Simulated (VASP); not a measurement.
Crystal: Al3GaO6.

```xyz
10
Lattice="2.4353 1.4060 4.4150 -2.4353 1.4060 4.4150 0.0000 -2.8121 4.4150" Properties=species:S:1:pos:R:3 pbc="T T T"
Al    0.0000    0.0000   11.3050
Al    0.0000    0.0000    8.5831
Al    0.0000    0.0000    4.6214
Ga    0.0000    0.0000    1.8731
O     0.6724    1.5160    5.5165
O     1.6922    0.0837    7.7641
O    -1.6491   -0.1757    5.5165
O     0.9767   -1.3403    5.5165
O    -0.9186    1.4237    7.7641
O    -0.7736   -1.5074    7.7641
```

```yaml
Program: VASP 6.6.1
Task: relaxation of cell and atoms
Functional: PBEsol
Potentials_or_basis: VASP PAW PBE potentials, release 64 (Al, Ga_d, O)
Cutoff: 600 eV
k_mesh: 6 × 6 × 6
Occupations: fermi-dirac, width 0.02 eV
Spin: no spin polarisation
```

At the start: pressure -6.0 GPa; volume 9.07 Å³/atom.

**Question.** Where does the relaxation end?

**Answer.** Over 11 steps the energy falls by 4.6 meV/atom and the volume is 8.83 Å³/atom (-2.6 %); space group R3 (No. 146, to 0.1 Å) before and after.

The path:
| step | energy change (eV) | largest force (eV/Å) | pressure (GPa) | volume (Å³) |
| --- | --- | --- | --- | --- |
| 1 | 0.0000 | 0.0836 | -5.98 | 90.70 |
| 2 | -0.0102 | 0.0736 | 5.76 | 86.33 |
| 3 | -0.0458 | 0.0344 | -0.01 | 88.34 |
| 4 | -0.0458 | 0.0345 | 0.12 | 88.30 |
| 5 | -0.0460 | 0.0200 | 0.11 | 88.29 |
| 6 | -0.0460 | 0.0206 | 0.10 | 88.29 |
| 7 | -0.0460 | 0.0098 | -0.09 | 88.36 |
| 8 | -0.0460 | 0.0105 | -0.01 | 88.34 |
| 9 | -0.0460 | 0.0105 | -0.05 | 88.34 |
| 10 | -0.0460 | 0.0103 | -0.04 | 88.34 |
| 11 | -0.0460 | 0.0046 | 0.00 | 88.33 |

Final structure:
```yaml
crystal:
  lattice:
    - [2.41517, 1.39440, 4.37163]
    - [-2.41517, 1.39440, 4.37163]
    - [0.00000, -2.78879, 4.37163]
  atoms:
    - { symbol: Al, position: [0.85336, 0.85336, 0.85336] }
    - { symbol: Al, position: [0.64795, 0.64795, 0.64795] }
    - { symbol: Al, position: [0.34896, 0.34896, 0.34896] }
    - { symbol: Ga, position: [0.14151, 0.14151, 0.14151] }
    - { symbol: O, position: [0.73491, 0.45804, 0.05693] }
    - { symbol: O, position: [0.94406, 0.24864, 0.56566] }
    - { symbol: O, position: [0.05693, 0.73491, 0.45804] }
    - { symbol: O, position: [0.45804, 0.05693, 0.73491] }
    - { symbol: O, position: [0.56566, 0.94406, 0.24864] }
    - { symbol: O, position: [0.24864, 0.56566, 0.94406] }
```

Caveat: the PAW data sets were made with another functional, which shifts forces and pressure a little.
